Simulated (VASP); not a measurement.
# LaRe (Pm-3m) in VASP: further runs

LaRe is run at these levels: PBE; tasks: single point.

Everything below comes from runs of VASP 6.6.1. Logs are shortened: lines on timing, memory, paths and dates and some standing lists are left out, and cuts for length are marked.

### Step 1. The cell of the first run

Symmetry: Pm-3m, No. 221, cubic system. Conventional cell: a = 3.607 Å, b = 3.607 Å, c = 3.607 Å, α = 90.00°, β = 90.00°, γ = 90.00°. La (site symmetry m-3m) has 8 Re at 3.12 Å and 6 La at 3.61 Å within 4.1 Å. Within 4.1 Å of Re (site symmetry m-3m) lie 8 La at 3.12 Å and 6 Re at 3.61 Å.

### Step 2. Single point, PBE (23.47 Å³/atom)

Input file INCAR:

```
ALGO     = Fast           # electronic algorithm
EDIFF    = 1E-6           # SCF threshold, eV
ENCUT    = 520            # plane-wave cutoff, eV
GGA      = PE             # functional
ISIF     = 2              # what is computed and relaxed
ISMEAR   = 0              # smearing method
LASPH    = True           # aspherical terms in the spheres
LCHARG   = False          # write CHGCAR
LREAL    = False          # projectors in reciprocal space
LWAVE    = False          # write WAVECAR
NBANDS   = 16             # bands
NELM     = 100            # most SCF steps
PREC     = Accurate       # precision mode
SIGMA    = 0.05           # smearing width, eV
```

Input file KPOINTS:

```
k-points
0
Gamma
  10 10 10
```

Input file POSCAR:

```
LaRe
1.0
    3.6072872157      0.0000000000      0.0000000000
    0.0000000000      3.6072872157      0.0000000000
    0.0000000000      0.0000000000      3.6072872157
La Re
1 1
Direct
    0.0000000000      0.0000000000      0.0000000000
    0.5000000000      0.5000000000      0.5000000000
```

Potentials or basis: VASP PAW PBE potentials, release 64 (La, Re).

On the command line:

```sh
> cat potpaw_PBE.64/La/POTCAR potpaw_PBE.64/Re/POTCAR > POTCAR
> mpirun -np 1 vasp_std > vasp.out
```

OUTCAR:

```text
EDIFF = 1E-6
   ENCUT = 520
   GGA = PE
   ISIF = 2
   ISMEAR = 0
   LASPH = True
   LREAL = False
   NELM = 100
   PREC = Accurate

 ion  position               nearest neighbor table
   1  0.000  0.000  0.000-   2 3.12   2 3.12   2 3.12   2 3.12   2 3.12   2 3.12   2 3.12   2 3.12

   2  0.500  0.500  0.500-   1 3.12   1 3.12   1 3.12   1 3.12   1 3.12   1 3.12   1 3.12   1 3.12

  LATTYP: Found a simple cubic cell.
 ALAT       =     3.6072872157

  Lattice vectors:

 A1 = (   3.6072872157,   0.0000000000,   0.0000000000)
 A2 = (   0.0000000000,   3.6072872157,   0.0000000000)
 A3 = (   0.0000000000,   0.0000000000,   3.6072872157)

Analysis of symmetry for initial positions (statically):
=====================================================================
 Subroutine PRICEL returns:
 Original cell was already a primitive cell.

 Routine SETGRP: Setting up the symmetry group for a
 simple cubic supercell.

 Subroutine GETGRP returns: Found 48 space group operations
 (whereof 48 operations were pure point group operations)
 out of a pool of 48 trial point group operations.

The static configuration has the point symmetry O_h .

Analysis of symmetry for dynamics (positions and initial velocities):
=====================================================================
 Subroutine PRICEL returns:
 Original cell was already a primitive cell.

 Routine SETGRP: Setting up the symmetry group for a
 simple cubic supercell.

 Subroutine GETGRP returns: Found 48 space group operations
 (whereof 48 operations were pure point group operations)
 out of a pool of 48 trial point group operations.

The dynamic configuration has the point symmetry O_h .

 Subroutine INISYM returns: Found 48 space group operations
 (whereof 48 operations are pure point group operations),
 and found     1 'primitive' translations

----------------------------------------------------------------------------------------

                                     Primitive cell

  volume of cell :      46.9399

  direct lattice vectors                    reciprocal lattice vectors
     3.607287216  0.000000000  0.000000000     0.277216629  0.000000000  0.000000000
     0.000000000  3.607287216  0.000000000     0.000000000  0.277216629  0.000000000
     0.000000000  0.000000000  3.607287216     0.000000000  0.000000000  0.277216629

  length of vectors
     3.607287216  3.607287216  3.607287216     0.277216629  0.277216629  0.277216629

  position of ions in fractional coordinates (direct lattice)
     0.000000000  0.000000000  0.000000000
     0.500000000  0.500000000  0.500000000

  ion indices of the primitive-cell ions
   primitive index   ion index
                 1           1
                 2           2

----------------------------------------------------------------------------------------

 KPOINTS: k-points

Automatic generation of k-mesh.
 Grid dimensions read from file:
 generate k-points for:   10   10   10

 Generating k-lattice:

  Cartesian coordinates                     Fractional coordinates (reciprocal lattice)
     0.027721663  0.000000000  0.000000000     0.100000000  0.000000000  0.000000000
     0.000000000  0.027721663  0.000000000     0.000000000  0.100000000  0.000000000
     0.000000000  0.000000000  0.027721663     0.000000000  0.000000000  0.100000000

  Length of vectors
     0.027721663  0.027721663  0.027721663

  Shift w.r.t. Gamma in fractional coordinates (k-lattice)
     0.000000000  0.000000000  0.000000000

 Subroutine IBZKPT returns following result:
 ===========================================

 Found     56 irreducible k-points:

 Following reciprocal coordinates:
            Coordinates               Weight
  0.000000  0.000000  0.000000      1.000000
  0.100000  0.000000  0.000000      6.000000
  0.200000  0.000000  0.000000      6.000000
  0.300000  0.000000  0.000000      6.000000
  0.400000  0.000000  0.000000      6.000000
  0.500000  0.000000  0.000000      3.000000
[... 16 lines left out ...]
  0.200000  0.100000  0.100000     24.000000
  0.300000  0.100000  0.100000     24.000000
 [... further k-points ...]
   k-points           NKPTS =     56   k-points in BZ     NKDIM =     56   number of bands    NBANDS=     16
   number of dos      NEDOS =    301   number of ions     NIONS =      2
   total plane-waves  NPLWV =  21952
   dimension x,y,z NGX =    28 NGY =   28 NGZ =   28
   dimension x,y,z NGXF=    56 NGYF=   56 NGZF=   56
   ions per type =               1   1
   NGX,Y,Z   is equivalent  to a cutoff of  12.90, 12.90, 12.90 a.u.
   NGXF,Y,Z  is equivalent  to a cutoff of  25.81, 25.81, 25.81 a.u.
 SYSTEM =  unknown system
   PREC   = accura    normal or accurate (medium, high low for compatibility)
   ISTART =      0    job   : 0-new  1-cont  2-samecut
   ICHARG =      2    charge: 1-file 2-atom 10-const
   ISPIN  =      1    spin polarized calculation?
   LNONCOLLINEAR =      F non collinear calculations
   LSORBIT =      F    spin-orbit coupling
   LASPH  =      T    aspherical Exc in radial PAW
   ENCUT  =  520.0 eV  38.22 Ry    6.18 a.u.   6.71  6.71  6.71*2*pi/ulx,y,z
   NELM   =    100;   NELMIN=  2; NELMDL= -5     # of ELM steps
   EDIFF  = 0.1E-05   stopping-criterion for ELM
   LREAL  =      F    real-space projection
   EDIFFG = 0.1E-04   stopping-criterion for IOM
   NSW    =      0    number of steps for IOM
   IBRION =     -1    ionic relax: 0-MD 1-quasi-New 2-CG
   NFREE  =      0    steps in history (QN), initial steepest desc. (CG)
   ISIF   =      2    stress and relaxation
   ISYM   =      2    0-nonsym 1-usesym 2-fastsym
   POTIM  = 0.5000    time-step for ionic-motion
   TEBEG  =    0.0;   TEEND  =   0.0 temperature during run
   PSTRESS=    0.0 pullay stress
   NELECT =      18.0000    total number of electrons
   NUPDOWN=      -1.0000    fix difference up-down
   EMIN   =  10.00;   EMAX   =-10.00  energy-range for DOS
   EFERMI =   0.00;   METHOD = LEGACY
   ISMEAR =     0;   SIGMA  =   0.05  broadening in eV -4-tet -1-fermi 0-gaus
   EFERMI_NEDOS =   21; number of points for ismear=-14 and -15
   IALGO  =     68    algorithm
   IMIX   =      4    mixing-type and parameters
     AMIX     =   0.40;   BMIX     =  1.00
     AMIX_MAG =   1.60;   BMIX_MAG =  1.00
  volume/ion in A,a.u.               =      23.47       158.38
  Fermi-wavevector in a.u.,A,eV,Ry     =   1.189374  2.247590 19.246930  1.414609
  Thomas-Fermi vector in A             =   2.325482
   LORBIT       =      0    0 simple, 1 ext, 2 COOP (PROOUT), +10 PAW based schemes
   GGA     = PE    functional components
   LHFCALC =     F    Hartree Fock is set to
   AEXX    =    0.0000 exact exchange contribution
   IVDW    =     0    specifies the selected vdW correction
   LEPSILON=     F    determine dielectric tensor
   LRPA    =     F    only Hartree local field effects (RPA)
 non-spin polarized calculation
 RMM-DIIS sequential band-by-band and
 Gauss-broadening in eV      SIGMA  =   0.05
  energy-cutoff  :      520.00
  volume of cell :       46.94
 maximum number of plane-waves:      1328
 NGX is ok and might be reduce to    28
   NGX = 13   NGY = 13   NGZ = 13

 number of electron      18.0000002 magnetization

 Free energy of the ion-electron system (eV)
  ---------------------------------------------------
  ext. energy  EPLUGINS =         0.00000000
  ---------------------------------------------------
  free energy    TOTEN  =       -15.66861109 eV

  energy without entropy =      -15.66373668  energy(sigma->0) =      -15.66617388

 E-fermi :   8.0032     XC(G=0): -11.3700

 val. band max:        7.9939383201   @ k =   0.1000   0.0000   0.0000
 cond. band min:       8.0140898108   @ k =   0.2000   0.2000   0.1000
 fundamental gap:      0.0201514906
 Fermi energy:         8.0031828537

 k-point     1 :       0.0000    0.0000    0.0000
  band No.  band energies     occupation
      1     -23.3203      2.00000
      2      -6.6918      2.00000
      3      -6.6918      2.00000
      4      -6.6918      2.00000
      5       3.0673      2.00000
      6       4.9676      2.00000
[... 8 lines left out ...]
     15      11.5730      0.00000
     16      11.5732      0.00000

 k-point     2 :       0.1000    0.0000    0.0000
  band No.  band energies     occupation
      1     -23.3086      2.00000
      2      -6.8360      2.00000
      3      -6.6865      2.00000
      4      -6.6865      2.00000
      5       3.3002      2.00000
      6       5.0446      2.00000
[... 8 lines left out ...]
     15      11.5720      0.00000
     16      11.5721      0.00000

 k-point     3 :       0.2000    0.0000    0.0000
  band No.  band energies     occupation
      1     -23.2774      2.00000
      2      -7.1895      2.00000
      3      -6.6725      2.00000
      4      -6.6725      2.00000
      5       3.9279      2.00000
      6       5.2674      2.00000
[... 8 lines left out ...]
     15      11.6964      0.00000
     16      11.6978      0.00000

 k-point     4 :       0.3000    0.0000    0.0000
  band No.  band energies     occupation
      1     -23.2384      2.00000
      2      -7.5880      2.00000
      3      -6.6552      2.00000
      4      -6.6552      2.00000
      5       4.8110      2.00000
      6       5.6034      2.00000
[... 8 lines left out ...]
     15      11.8392      0.00000
     16      11.8431      0.00000

 k-point     5 :       0.4000    0.0000    0.0000
  band No.  band energies     occupation
      1     -23.2064      2.00000
      2      -7.8858      2.00000
      3      -6.6412      2.00000
      4      -6.6412      2.00000
      5       5.7802      2.00000
      6       5.9641      2.00000
[... 8 lines left out ...]
     15      11.9348      0.00000
     16      11.9469      0.00000

 k-point     6 :       0.5000    0.0000    0.0000
  band No.  band energies     occupation
      1     -23.1940      2.00000
      2      -7.9947      2.00000
      3      -6.6359      2.00000
      4      -6.6359      2.00000
      5       6.1423      2.00000
      6       6.3636      2.00000
[... 8 lines left out ...]
     15      11.9632      0.00000
     16      11.9758      0.00000
[... 267 lines left out ...]
 k-point    21 :       0.5000    0.5000    0.0000
  band No.  band energies     occupation
      1     -23.0962      2.00000
      2      -7.6585      2.00000
      3      -7.6585      2.00000
      4      -6.4681      2.00000
      5       3.9914      2.00000
      6       5.7141      2.00000
[... 8 lines left out ...]
     15      11.5626      0.00000
     16      12.0786      0.00000

 k-point    22 :       0.1000    0.1000    0.1000
  band No.  band energies     occupation
      1     -23.2857      2.00000
      2      -6.8670      2.00000
      3      -6.7932      2.00000
      4      -6.7932      2.00000
      5       3.7212      2.00000
      6       5.3631      2.00000
[... 8 lines left out ...]
     15      11.6512      0.00000
     16      11.6570      0.00000

 k-point    23 :       0.2000    0.1000    0.1000
  band No.  band energies     occupation
      1     -23.2557      2.00000
      2      -7.1650      2.00000
      3      -6.8005      2.00000
      4      -6.7783      2.00000
      5       4.2611      2.00000
      6       5.5430      2.00000
[... 8 lines left out ...]
     15      11.7264      0.00000
     16      11.7983      0.00000

 k-point    24 :       0.3000    0.1000    0.1000
  band No.  band energies     occupation
      1     -23.2182      2.00000
      2      -7.5448      2.00000
      3      -6.7636      2.00000
      4      -6.7599      2.00000
      5       4.9785      2.00000
      6       5.8022      2.00000
[... 8 lines left out ...]
     15      11.8255      0.00000
     16      11.8801      0.00000

 [... further k-points ...]

------------------------ aborting loop because EDIFF is reached ----------------------------------------

  FORCE on cell =-STRESS in cart. coord.  units (eV):
  Direction    XX          YY          ZZ          XY          YZ          ZX
  --------------------------------------------------------------------------------------
  -------------------------------------------------------------------------------------
  Total       -0.5175099     -0.5175099     -0.5175099      0.0000000      0.0000000      0.0000000
  in kB      -17.6639202    -17.6639202    -17.6639202      0.0000000      0.0000000      0.0000000
  external PRESSURE =     -17.6639202 kB  Pullay stress =       0.0000000 kB

 VOLUME and BASIS-vectors are now :
 -----------------------------------------------------------------------------
  energy-cutoff  :      520.00
  volume of cell :       46.94
      direct lattice vectors                 reciprocal lattice vectors
     3.607287216  0.000000000  0.000000000     0.277216629  0.000000000  0.000000000
     0.000000000  3.607287216  0.000000000     0.000000000  0.277216629  0.000000000
     0.000000000  0.000000000  3.607287216     0.000000000  0.000000000  0.277216629

 POSITION                                       TOTAL-FORCE (eV/Angst)
 -----------------------------------------------------------------------------------
      0.00000      0.00000      0.00000         0.000000      0.000000      0.000000
      1.80364      1.80364      1.80364         0.000000      0.000000      0.000000
 -----------------------------------------------------------------------------------
    total drift:                                0.000000      0.000000      0.000000

  FREE ENERGIE OF THE ION-ELECTRON SYSTEM (eV)
  ---------------------------------------------------
  free  energy   TOTEN  =       -15.6686110912 eV

  energy  without entropy=      -15.6637366764  energy(sigma->0) =      -15.66617388
```

Wall time 1.9 min (1 thread of Intel Xeon Platinum 8375C at 2.90GHz (Ice Lake), shared host); peak memory 0.2 GiB.

What came out:

| Quantity | Value |
| --- | --- |
| Free energy | -15.6686 eV |
| Pressure | -1.8 GPa |
| Band gap on the k mesh | zero (bands 9 and 10 overlap by 1.94 eV) |

Caveat: spin-orbit coupling is left out, which moves the levels of the heavy elements.

### Step 3. Single point, PBE (23.93 Å³/atom)

This run uses another cell than the first one, of 23.93 Å³/atom.

Input file INCAR:

```
PREC = Accurate ; ENCUT = 520
EDIFF = 1E-6 ; ISMEAR = 0
SIGMA = 0.05 ; LREAL = F
LASPH = T ; NELM = 60
ALGO = Normal ; ISIF = 2
LWAVE = F ; LCHARG = F
GGA = PE ; NBANDS = 16
```

Input file KPOINTS:

```
regular mesh
0
Gamma
  10 10 10
```

Input file POSCAR:

```
LaRe
1.0
    3.6307118150      0.0000000000      0.0000000000
    0.0000000000      3.6307118150      0.0000000000
    0.0000000000      0.0000000000      3.6307118150
La Re
1 1
Direct
    0.0000000000      0.0000000000      0.0000000000
    0.5000000000      0.5000000000      0.5000000000
```

Potentials or basis: VASP PAW PBE potentials, release 64 (La, Re).

On the command line:

```sh
> cat potpaw_PBE.64/La/POTCAR potpaw_PBE.64/Re/POTCAR > POTCAR
> mpirun -np 1 vasp_std > vasp.out
```

Run time: 65 s. Hardware: 1 thread of Intel Xeon Platinum 8375C at 2.90GHz (Ice Lake), shared host; peak memory 0.2 GiB.

It converged, with:

```yaml
Free_energy: -15.6539 eV
Pressure: -3.4 GPa
Band_gap_on_the_k_mesh: zero (bands 9 and 10 overlap by 1.88 eV)
```

Levels at points of the mesh, in eV from the Fermi level:
```csv
k point,band 6,band 7,band 8,band 9,band 10,band 11,band 12,band 13
"(0.00, 0.00, 0.00)",-2.93,-2.93,-0.01,-0.01,-0.01,3.45,3.45,3.45
"(0.50, 0.00, 0.00)",-1.68,-1.09,-0.04,-0.04,0.23,0.76,1.38,2.66
"(0.50, 0.50, 0.00)",-2.24,-1.36,-1.36,1.38,1.48,2.48,2.48,3.48
"(0.50, 0.50, 0.50)",-0.81,-0.81,-0.12,-0.12,-0.12,1.33,1.56,1.56
```

Caveat: the cell stands under tension; spin-orbit coupling is left out, which moves the levels of the heavy elements.

### Step 4. Single point, PBE (24.62 Å³/atom)

This run uses another cell than the first one, of 24.62 Å³/atom.

Input file INCAR:

```
SYSTEM = LaRe
PREC     = Accurate       ! precision mode
ENCUT    = 520            ! plane-wave cutoff, eV
EDIFF    = 1E-6           ! SCF threshold, eV
ISMEAR   = 0              ! smearing method
SIGMA    = 0.05           ! smearing width, eV
LREAL    = .False.        ! projectors in reciprocal space
LASPH    = .True.         ! aspherical terms in the spheres
NELM     = 100            ! most SCF steps
ALGO     = Normal         ! electronic algorithm
ISIF     = 2              ! what is computed and relaxed
LWAVE    = .False.        ! write WAVECAR
LCHARG   = .False.        ! write CHGCAR
GGA      = PE             ! functional
NBANDS   = 16             ! bands
```

Input file KPOINTS:

```
regular mesh
0
Gamma
  10 10 10
  0 0 0
```

Input file POSCAR:

```
LaRe
1.0
    3.6652921040      0.0000000000      0.0000000000
    0.0000000000      3.6652921040      0.0000000000
    0.0000000000      0.0000000000      3.6652921040
La Re
1 1
Direct
    0.0000000000      0.0000000000      0.0000000000
    0.5000000000      0.5000000000      0.5000000000
```

On the command line:

```sh
> cat potpaw_PBE.64/La/POTCAR potpaw_PBE.64/Re/POTCAR > POTCAR
> mpirun -np 1 vasp_std > vasp.out
```

Wall time 58 s (1 thread of Intel Xeon Platinum 8375C at 2.90GHz (Ice Lake), shared host); peak memory 0.21 GiB.

The run converged. Its results:

```
Free energy            : -15.6157 eV
Pressure               : -5.5 GPa
Band gap on the k mesh : zero (bands 9 and 10 overlap by 1.81 eV)
```

Levels at points of the mesh, in eV from the Fermi level:
| k point | band 6 | band 7 | band 8 | band 9 | band 10 | band 11 | band 12 | band 13 |
| --- | --- | --- | --- | --- | --- | --- | --- | --- |
| (0.00, 0.00, 0.00) | -2.79 | -2.79 | 0.01 | 0.01 | 0.01 | 3.39 | 3.39 | 3.39 |
| (0.50, 0.00, 0.00) | -1.67 | -1.10 | -0.04 | -0.04 | 0.25 | 0.81 | 1.34 | 2.64 |
| (0.50, 0.50, 0.00) | -2.16 | -1.28 | -1.28 | 1.34 | 1.44 | 2.42 | 2.42 | 3.41 |
| (0.50, 0.50, 0.50) | -0.75 | -0.75 | -0.15 | -0.15 | -0.15 | 1.28 | 1.51 | 1.51 |

Caveat: the cell stands under tension; spin-orbit coupling is left out, which moves the levels of the heavy elements.

### Step 5. Overview

| cell | gap on the mesh (eV) | pressure (GPa) |
| --- | --- | --- |
| a = 3.607 Å, 2 atoms | none | -1.8 |
| a = 3.631 Å, 2 atoms | none | -3.4 |
| a = 3.665 Å, 2 atoms | none | -5.5 |

Alike in all rows: task single point; level PBE; potentials or basis VASP PAW PBE potentials, release 64 (La, Re); no spin polarisation; k mesh 10 × 10 × 10; cutoff (eV) 520; smearing gaussian 0.05 eV.

Caveats: spin-orbit coupling is left out, which moves the levels of the heavy elements; the cell stands under tension (at least some runs).

Absolute energies hang on the potentials; compare differences alone.
